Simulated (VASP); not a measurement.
# TiO (Pm-3m) in VASP: a series of runs

The runs below take TiO through single point, with PBEsol.

Program: VASP 6.6.1. These are calculated values, not measurements. Logs are shortened: lines on timing, memory, paths and dates and some standing lists are left out, and cuts for length are marked.

### Step 1. The cell of the first run

It takes space group Pm-3m (No. 221, cubic). The conventional cell has a = 3.993 Å, b = 3.993 Å, c = 3.993 Å, α = 90.00°, β = 90.00°, γ = 90.00°. Within 2.6 Å of Ti (site symmetry 4/mmm) lie 4 O at 2.00 Å. O (site symmetry 4/mmm) has 4 Ti at 2.00 Å within 2.6 Å.

### Step 2. Single point, PBEsol (volume scaled by 0.97)

The input, INCAR:

```
PREC     = Accurate       # precision mode
ENCUT    = 520            # plane-wave cutoff, eV
EDIFF    = 1E-7           # SCF threshold, eV
ISMEAR   = 0              # smearing method
SIGMA    = 0.1            # smearing width, eV
LREAL    = False          # projectors in reciprocal space
LASPH    = True           # aspherical terms in the spheres
NELM     = 80             # most SCF steps
ALGO     = Normal         # electronic algorithm
ISIF     = 2              # what is computed and relaxed
LWAVE    = False          # write WAVECAR
LCHARG   = False          # write CHGCAR
GGA      = PS             # functional
NBANDS   = 36             # bands
```

The input, KPOINTS:

```
regular mesh
0
Gamma
  10 10 10
```

The input, POSCAR:

```
TiO
1.0
    3.9927631273      0.0000000000      0.0000000000
    0.0000000000      3.9927631273      0.0000000000
    0.0000000000      0.0000000000      3.9927631273
Ti O
3 3
Direct
    0.5000000000      0.5000000000      0.0000000000
    0.0000000000      0.5000000000      0.5000000000
    0.5000000000      0.0000000000      0.5000000000
    0.0000000000      0.5000000000      0.0000000000
    0.5000000000      0.0000000000      0.0000000000
    0.0000000000      0.0000000000      0.5000000000
```

Potentials or basis: VASP PAW PBE potentials, release 64 (Ti_sv, O).

On the command line:

```console
$ cat potpaw_PBE.64/Ti_sv/POTCAR potpaw_PBE.64/O/POTCAR > POTCAR
$ mpirun -np 1 vasp_std > vasp.out
```

OUTCAR:

```text
PREC = Accurate
   ENCUT = 520
   EDIFF = 1E-7
   ISMEAR = 0
   LREAL = False
   LASPH = True
   NELM = 80
   ISIF = 2
   GGA = PS

 ion  position               nearest neighbor table
   1  0.500  0.500  0.000-   4 2.00   5 2.00   5 2.00   4 2.00   2 2.82   3 2.82   3 2.82   2 2.82
                             3 2.82   2 2.82   3 2.82   2 2.82
   2  0.000  0.500  0.500-   4 2.00   6 2.00   4 2.00   6 2.00   1 2.82   1 2.82   3 2.82   3 2.82
                             1 2.82   3 2.82   1 2.82   3 2.82
   3  0.500  0.000  0.500-   5 2.00   6 2.00   5 2.00   6 2.00   1 2.82   1 2.82   1 2.82   2 2.82
                             1 2.82   2 2.82   2 2.82   2 2.82
   4  0.000  0.500  0.000-   1 2.00   2 2.00   2 2.00   1 2.00
   5  0.500  0.000  0.000-   1 2.00   3 2.00   3 2.00   1 2.00
   6  0.000  0.000  0.500-   2 2.00   3 2.00   2 2.00   3 2.00

  LATTYP: Found a simple cubic cell.
 ALAT       =     3.9927631273

  Lattice vectors:

 A1 = (   3.9927631273,   0.0000000000,   0.0000000000)
 A2 = (   0.0000000000,   3.9927631273,   0.0000000000)
 A3 = (   0.0000000000,   0.0000000000,   3.9927631273)

Analysis of symmetry for initial positions (statically):
=====================================================================
 Subroutine PRICEL returns:
 Original cell was already a primitive cell.

 Routine SETGRP: Setting up the symmetry group for a
 simple cubic supercell.

 Subroutine GETGRP returns: Found 48 space group operations
 (whereof 48 operations were pure point group operations)
 out of a pool of 48 trial point group operations.

The static configuration has the point symmetry O_h .

Analysis of symmetry for dynamics (positions and initial velocities):
=====================================================================
 Subroutine PRICEL returns:
 Original cell was already a primitive cell.

 Routine SETGRP: Setting up the symmetry group for a
 simple cubic supercell.

 Subroutine GETGRP returns: Found 48 space group operations
 (whereof 48 operations were pure point group operations)
 out of a pool of 48 trial point group operations.

The dynamic configuration has the point symmetry O_h .

 Subroutine INISYM returns: Found 48 space group operations
 (whereof 48 operations are pure point group operations),
 and found     1 'primitive' translations

----------------------------------------------------------------------------------------

[... 98 lines left out ...]
   ENCUT  =  520.0 eV  38.22 Ry    6.18 a.u.   7.42  7.42  7.42*2*pi/ulx,y,z
   NELM   =     80;   NELMIN=  2; NELMDL= -5     # of ELM steps
   EDIFF  = 0.1E-06   stopping-criterion for ELM
   LREAL  =      F    real-space projection
   EDIFFG = 0.1E-05   stopping-criterion for IOM
   NSW    =      0    number of steps for IOM
   IBRION =     -1    ionic relax: 0-MD 1-quasi-New 2-CG
   NFREE  =      0    steps in history (QN), initial steepest desc. (CG)
   ISIF   =      2    stress and relaxation
   ISYM   =      2    0-nonsym 1-usesym 2-fastsym
   POTIM  = 0.5000    time-step for ionic-motion
   TEBEG  =    0.0;   TEEND  =   0.0 temperature during run
   PSTRESS=    0.0 pullay stress
   NELECT =      54.0000    total number of electrons
   NUPDOWN=      -1.0000    fix difference up-down
   EMIN   =  10.00;   EMAX   =-10.00  energy-range for DOS
   EFERMI =   0.00;   METHOD = LEGACY
   ISMEAR =     0;   SIGMA  =   0.10  broadening in eV -4-tet -1-fermi 0-gaus
   EFERMI_NEDOS =   21; number of points for ismear=-14 and -15
   IALGO  =     38    algorithm
   IMIX   =      4    mixing-type and parameters
     AMIX     =   0.40;   BMIX     =  1.00
     AMIX_MAG =   1.60;   BMIX_MAG =  1.00
  volume/ion in A,a.u.               =      10.61        71.59
  Fermi-wavevector in a.u.,A,eV,Ry     =   1.549765  2.928631 32.678089  2.401772
  Thomas-Fermi vector in A             =   2.654525
   LORBIT       =      0    0 simple, 1 ext, 2 COOP (PROOUT), +10 PAW based schemes
   GGA     = PS    functional components
   LHFCALC =     F    Hartree Fock is set to
   AEXX    =    0.0000 exact exchange contribution
   IVDW    =     0    specifies the selected vdW correction
   LEPSILON=     F    determine dielectric tensor
   LRPA    =     F    only Hartree local field effects (RPA)
 non-spin polarized calculation
 Gauss-broadening in eV      SIGMA  =   0.10
  energy-cutoff  :      520.00
  volume of cell :       63.65
 maximum number of plane-waves:      1743
 NGX is ok and might be reduce to    30
   NGX = 15   NGY = 15   NGZ = 15

 number of electron      53.9999971 magnetization

 Free energy of the ion-electron system (eV)
  ---------------------------------------------------
  ext. energy  EPLUGINS =         0.00000000
  ---------------------------------------------------
  free energy    TOTEN  =       -55.95461085 eV

  energy without entropy =      -55.92965876  energy(sigma->0) =      -55.94213481

 E-fermi :   8.7427     XC(G=0): -12.4206

 val. band max:        8.7355286721   @ k =   0.5000   0.5000   0.0000
 cond. band min:       8.7440998407   @ k =   0.4000   0.3000   0.2000
 fundamental gap:      0.0085711686
 Fermi energy:         8.7426833928

 k-point     1 :       0.0000    0.0000    0.0000
  band No.  band energies     occupation
      1     -48.1357      2.00000
      2     -47.9460      2.00000
      3     -47.9460      2.00000
      4     -24.7988      2.00000
      5     -24.7988      2.00000
      6     -24.7988      2.00000
[... 925 lines left out ...]
     35      11.9898      0.00000
     36      12.1111      0.00000

 [... further k-points ...]
[... 5 lines left out ...]
  --------------------------------------------------------------------------------------
  -------------------------------------------------------------------------------------
  Total        3.1074528      3.1074528      3.1074528     -0.0000000      0.0000000     -0.0000000
  in kB       78.2157983     78.2157983     78.2157983     -0.0000000      0.0000000     -0.0000000
  external PRESSURE =      78.2157983 kB  Pullay stress =       0.0000000 kB

 VOLUME and BASIS-vectors are now :
 -----------------------------------------------------------------------------
  energy-cutoff  :      520.00
  volume of cell :       63.65
      direct lattice vectors                 reciprocal lattice vectors
     3.992763127  0.000000000  0.000000000     0.250453124  0.000000000  0.000000000
     0.000000000  3.992763127  0.000000000     0.000000000  0.250453124  0.000000000
     0.000000000  0.000000000  3.992763127     0.000000000  0.000000000  0.250453124

 POSITION                                       TOTAL-FORCE (eV/Angst)
 -----------------------------------------------------------------------------------
      1.99638      1.99638      0.00000         0.000000      0.000000      0.000000
      0.00000      1.99638      1.99638         0.000000      0.000000      0.000000
      1.99638      0.00000      1.99638         0.000000      0.000000      0.000000
      0.00000      1.99638      0.00000         0.000000      0.000000      0.000000
      1.99638      0.00000      0.00000         0.000000      0.000000      0.000000
      0.00000      0.00000      1.99638         0.000000      0.000000      0.000000
 -----------------------------------------------------------------------------------
    total drift:                                0.000000      0.000000     -0.000000

  FREE ENERGIE OF THE ION-ELECTRON SYSTEM (eV)
  ---------------------------------------------------
  free  energy   TOTEN  =       -55.9546108515 eV

  energy  without entropy=      -55.9296587625  energy(sigma->0) =      -55.94213481
```

Wall time 56 s (1 thread of Intel Xeon 6975P-C (Granite Rapids), shared host); peak memory 0.23 GiB.

What came out:

| Item | Value |
| --- | --- |
| Free energy | -55.9546 eV |
| Pressure | 7.8 GPa |
| Band gap on the k mesh | zero (band 27 reaches 9.16 eV, above the bottom of band 28 at 7.06 eV) |

Levels at points of the mesh, in eV from the Fermi level:
```tsv
k point	band 25	band 26	band 27	band 28	band 29	band 30
(0.00, 0.00, 0.00)	-3.12	-1.68	-1.68	-1.68	1.40	1.40
(0.50, 0.00, 0.00)	-2.75	-1.25	0.42	0.42	0.75	1.42
(0.50, 0.50, 0.00)	-1.36	-0.83	-0.01	-0.01	2.02	2.08
(0.50, 0.50, 0.50)	-0.71	-0.71	-0.71	0.69	2.86	2.86
```

Caveat: the PAW data sets were made with another functional, which shifts forces and pressure a little; semilocal functionals often make such compounds metallic where correlation or magnetic order opens a gap, which also shifts bond lengths.

### Step 3. Single point, PBEsol (volume scaled by 1.03)

The input, INCAR:

```
PREC = Accurate ; ENCUT = 520
EDIFF = 1E-7 ; ISMEAR = 0
SIGMA = 0.1 ; LREAL = F
LASPH = T ; NELM = 100
ALGO = Normal ; ISIF = 2
LWAVE = F ; LCHARG = F
GGA = PS ; NBANDS = 36
```

KPOINTS is that of step 2.

Changes to POSCAR since step 2:

```diff
@@ -2,5 +2,5 @@
 1.0
-    3.9927631273      0.0000000000      0.0000000000
-    0.0000000000      3.9927631273      0.0000000000
-    0.0000000000      0.0000000000      3.9927631273
+    4.0734467467      0.0000000000      0.0000000000
+    0.0000000000      4.0734467467      0.0000000000
+    0.0000000000      0.0000000000      4.0734467467
 Ti O
```

Potentials or basis: VASP PAW PBE potentials, release 64 (Ti_sv, O).

On the command line:

```console
$ cat potpaw_PBE.64/Ti_sv/POTCAR potpaw_PBE.64/O/POTCAR > POTCAR
$ mpirun -np 1 vasp_std > vasp.out
```

OUTCAR:

```text
PREC = Accurate
   ENCUT = 520
   EDIFF = 1E-7
   ISMEAR = 0
   LREAL = F
   LASPH = T
   NELM = 100
   ISIF = 2
   GGA = PS

 ion  position               nearest neighbor table
   1  0.500  0.500  0.000-   4 2.04   5 2.04   5 2.04   4 2.04   2 2.88   3 2.88   3 2.88   2 2.88
                             3 2.88   2 2.88   3 2.88   2 2.88
   2  0.000  0.500  0.500-   4 2.04   6 2.04   4 2.04   6 2.04   1 2.88   1 2.88   3 2.88   3 2.88
                             1 2.88   3 2.88   1 2.88   3 2.88
   3  0.500  0.000  0.500-   5 2.04   6 2.04   5 2.04   6 2.04   1 2.88   1 2.88   1 2.88   2 2.88
                             1 2.88   2 2.88   2 2.88   2 2.88
   4  0.000  0.500  0.000-   1 2.04   2 2.04   2 2.04   1 2.04
   5  0.500  0.000  0.000-   1 2.04   3 2.04   3 2.04   1 2.04
   6  0.000  0.000  0.500-   2 2.04   3 2.04   2 2.04   3 2.04

  LATTYP: Found a simple cubic cell.
 ALAT       =     4.0734467467

  Lattice vectors:

 A1 = (   4.0734467467,   0.0000000000,   0.0000000000)
 A2 = (   0.0000000000,   4.0734467467,   0.0000000000)
 A3 = (   0.0000000000,   0.0000000000,   4.0734467467)

Analysis of symmetry for initial positions (statically):
=====================================================================
 Subroutine PRICEL returns:
 Original cell was already a primitive cell.
[... 179 lines left out ...]

 val. band max:        8.0044147713   @ k =   0.5000   0.5000   0.0000
 cond. band min:       8.0163278327   @ k =   0.4000   0.3000   0.2000
 fundamental gap:      0.0119130614
 Fermi energy:         8.0117739259

 k-point     1 :       0.0000    0.0000    0.0000
  band No.  band energies     occupation
      1     -48.9717      2.00000
      2     -48.8241      2.00000
      3     -48.8241      2.00000
      4     -25.5732      2.00000
      5     -25.5732      2.00000
      6     -25.5732      2.00000
[... 925 lines left out ...]
     35      11.0102      0.00000
     36      11.0835      0.00000

 [... further k-points ...]
[... 5 lines left out ...]
  --------------------------------------------------------------------------------------
  -------------------------------------------------------------------------------------
  Total       -2.4383364     -2.4383364     -2.4383364      0.0000000     -0.0000000      0.0000000
  in kB      -57.7987004    -57.7987004    -57.7987004      0.0000000     -0.0000000      0.0000000
  external PRESSURE =     -57.7987004 kB  Pullay stress =       0.0000000 kB

 VOLUME and BASIS-vectors are now :
 -----------------------------------------------------------------------------
  energy-cutoff  :      520.00
  volume of cell :       67.59
      direct lattice vectors                 reciprocal lattice vectors
     4.073446747  0.000000000  0.000000000     0.245492346  0.000000000  0.000000000
     0.000000000  4.073446747  0.000000000     0.000000000  0.245492346  0.000000000
     0.000000000  0.000000000  4.073446747     0.000000000  0.000000000  0.245492346

 POSITION                                       TOTAL-FORCE (eV/Angst)
 -----------------------------------------------------------------------------------
      2.03672      2.03672      0.00000         0.000000      0.000000      0.000000
      0.00000      2.03672      2.03672         0.000000      0.000000      0.000000
      2.03672      0.00000      2.03672         0.000000      0.000000      0.000000
      0.00000      2.03672      0.00000         0.000000      0.000000      0.000000
      2.03672      0.00000      0.00000         0.000000      0.000000      0.000000
      0.00000      0.00000      2.03672         0.000000      0.000000      0.000000
 -----------------------------------------------------------------------------------
    total drift:                                0.000000      0.000000     -0.000000

  FREE ENERGIE OF THE ION-ELECTRON SYSTEM (eV)
  ---------------------------------------------------
  free  energy   TOTEN  =       -55.9759508484 eV

  energy  without entropy=      -55.9498233608  energy(sigma->0) =      -55.96288710
```

OSZICAR:

```text
N       E                     dE             d eps       ncg     rms          rms(c)
DAV:   1     0.773159667892E+03    0.77316E+03   -0.27634E+04  4120   0.186E+03
DAV:   2     0.607197183983E+02   -0.71244E+03   -0.68747E+03  4092   0.558E+02
DAV:   3    -0.574813356188E+02   -0.11820E+03   -0.11566E+03  6172   0.203E+02
DAV:   4    -0.659578596299E+02   -0.84765E+01   -0.84221E+01  5900   0.528E+01
DAV:   5    -0.664017654639E+02   -0.44391E+00   -0.44342E+00  5924   0.103E+01    0.266E+01
DAV:   6    -0.561950269432E+02    0.10207E+02   -0.59709E+01  5812   0.615E+01    0.928E+00
DAV:   7    -0.560040723002E+02    0.19095E+00   -0.62122E+00  5380   0.151E+01    0.593E+00
DAV:   8    -0.559687666063E+02    0.35306E-01   -0.62166E-01  5336   0.554E+00    0.128E+00
DAV:   9    -0.559722101494E+02   -0.34435E-02   -0.10165E-01  5796   0.220E+00    0.108E+00
DAV:  10    -0.559759989389E+02   -0.37888E-02   -0.12807E-02  5144   0.935E-01    0.130E-01
DAV:  11    -0.559759757873E+02    0.23152E-04   -0.26485E-03  5756   0.351E-01    0.953E-02
DAV:  12    -0.559759499796E+02    0.25808E-04   -0.46535E-04  5320   0.150E-01    0.163E-02
DAV:  13    -0.559759502675E+02   -0.28788E-06   -0.20554E-05  5676   0.316E-02    0.145E-02
DAV:  14    -0.559759508123E+02   -0.54484E-06   -0.57758E-06  4760   0.158E-02    0.290E-03
DAV:  15    -0.559759508484E+02   -0.36015E-07   -0.72497E-07  4604   0.491E-03
   1 F= -.55975951E+02 E0= -.55962887E+02  d E =-.261275E-01
```

stdout:

```text
POSCAR found type information on POSCAR TiO
 POSCAR found :  2 types and       6 ions
 scaLAPACK will be used
 -----------------------------------------------------------------------------
|                                                                             |
|                                                                             |
|     You enforced a specific xc type in the INCAR file but a different       |
|     I HOPE YOU KNOW WHAT YOU ARE DOING!                                     |
|                                                                             |
 -----------------------------------------------------------------------------

 LDA part: xc-table for (Slater+PW92), standard interpolation
 POSCAR, INCAR and KPOINTS ok, starting setup
 FFT: planning ... GRIDC
 FFT: planning ... GRID_SOFT
 FFT: planning ... GRID
 WAVECAR not read
 entering main loop
```

Run time: 56 s. Hardware: 1 thread of Intel Xeon 6975P-C (Granite Rapids), shared host; peak memory 0.23 GiB.

Results:

* Free energy: -55.9760 eV
* Pressure: -5.8 GPa
* Band gap on the k mesh: zero (band 27 reaches 8.41 eV, above the bottom of band 28 at 6.49 eV)

Caveat: the PAW data sets were made with another functional, which shifts forces and pressure a little; semilocal functionals often make such compounds metallic where correlation or magnetic order opens a gap, which also shifts bond lengths.
